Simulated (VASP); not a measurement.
Hg: single point with PBE

Crystal: Hg.

```
Hg
1.0
     2.33371   -2.13719    0.00000
     2.33371    2.13719    0.00000
    -0.36430    0.00000    3.17551
Hg
1
Direct
  0.50000 0.50000 0.50000
```

```
Program             : VASP 6.6.1
Task                : single point
Functional          : PBE
Potentials or basis : VASP PAW PBE potentials, release 64 (Hg)
Cutoff              : 520 eV
k mesh              : 6 × 6 × 6
Occupations         : gaussian, width 0.1 eV
Spin                : collinear spin, ferromagnetic start
Starting moments    : [1.0] μB
```

```json
{
 "Pressure": "-1.0 GPa",
 "Band gap on the k mesh": "zero (filled and empty bands overlap)",
 "Net moment": "0.00 μB per cell",
 "Valence electrons inside the program's atomic spheres": "Hg 10.42"
}
```

Stress tensor (GPa, compression positive):
```
-1.03  0.00 -0.08
 0.00 -0.91  0.00
-0.08  0.00 -0.92
```

Levels at points of the mesh, in eV from the Fermi level:
Spin up:
```tsv
k point	band 2	band 3	band 4	band 5	band 6	band 7	band 8	band 9	band 10	band 11
(0.00, 0.00, 0.00)	-7.28	-7.23	-5.83	-5.82	-5.79	9.11	9.39	9.57	12.29	13.99
(0.50, 0.00, 0.00)	-6.96	-6.27	-6.19	-5.78	-2.88	-1.00	11.74	12.02	14.52	15.03
(0.50, 0.50, 0.00)	-6.93	-6.19	-6.17	-5.34	-0.01	1.24	2.36	7.13	13.93	17.21
(0.00, 0.00, 0.50)	-7.01	-6.24	-6.17	-5.77	-3.02	-1.03	11.95	12.00	14.64	15.04
(0.50, 0.00, 0.50)	-6.99	-6.17	-6.14	-5.37	-0.13	1.22	2.27	7.05	14.11	17.35
(0.50, 0.50, 0.50)	-6.85	-6.83	-5.36	-5.32	2.86	3.23	5.09	5.10	8.98	9.69
```
Spin down:
```
           k point  band 4  band 5  band 6  band 7  band 8  band 9
(0.00, 0.00, 0.00)   -5.83   -5.82   -5.79    9.11    9.39    9.57
(0.50, 0.00, 0.00)   -6.19   -5.78   -2.88   -1.00   11.74   12.02
(0.50, 0.50, 0.00)   -6.17   -5.34   -0.01    1.24    2.36    7.13
(0.00, 0.00, 0.50)   -6.17   -5.77   -3.02   -1.03   11.95   12.00
(0.50, 0.00, 0.50)   -6.14   -5.37   -0.13    1.22    2.27    7.05
(0.50, 0.50, 0.50)   -5.36   -5.32    2.86    3.23    5.09    5.10
```

Run time: 66 s on 1 thread of Intel Xeon 8259CL (shared host), peak memory 0.18 GiB.

Caveat: spin-orbit coupling is left out, which moves the levels of the heavy elements.
